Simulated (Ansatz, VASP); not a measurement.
One calculation of CoSi, two programs

```xyz
2
Lattice="2.6888 0.0000 0.0000 0.0000 2.6888 0.0000 0.0000 0.0000 2.9760" Properties=species:S:1:pos:R:3 pbc="T T T"
Co    0.0000    0.0000    0.0000
Si    1.3444    1.3444    1.4880
```

Change from the starting cell: stretched by +7 % along [0.0, 0.0, 1.0] at fixed volume; collinear moments without spin-orbit coupling, PAW files.

Alike in both runs: task single point; functional PBE; k mesh 13 × 13 × 12; occupations fermi-dirac, width 0.1 eV; collinear spin.

|  | VASP | Ansatz |
| --- | --- | --- |
| version | VASP 6.6.1 | Ansatz 0.2.0 |
| potentials or method | VASP PAW PBE potentials, release 64 (Co, Si) | PAW with Ansatz's default frozen-core files, scalar-relativistic |
| plane-wave cutoff (eV) | 520 | 420 |
| valence electrons in the cell | 13 | 21 |

```tsv
	VASP	Ansatz	Ansatz less VASP
pressure (GPa)	0.2	0.3	+0.10
traceless stress, the component that is largest in VASP (GPa)	-0.65	-0.63	+0.018
net moment per atom (μB)	0.21	0.21	+0.005
size of the moment on the site where the two differ most (μB)	0.42	0.44	+0.019
```

Site moments also hang on the region over which each program counts them. VASP's potentials hold 13 valence electrons a cell and Ansatz's 21, so a difference there can come from the potentials and not from the codes.
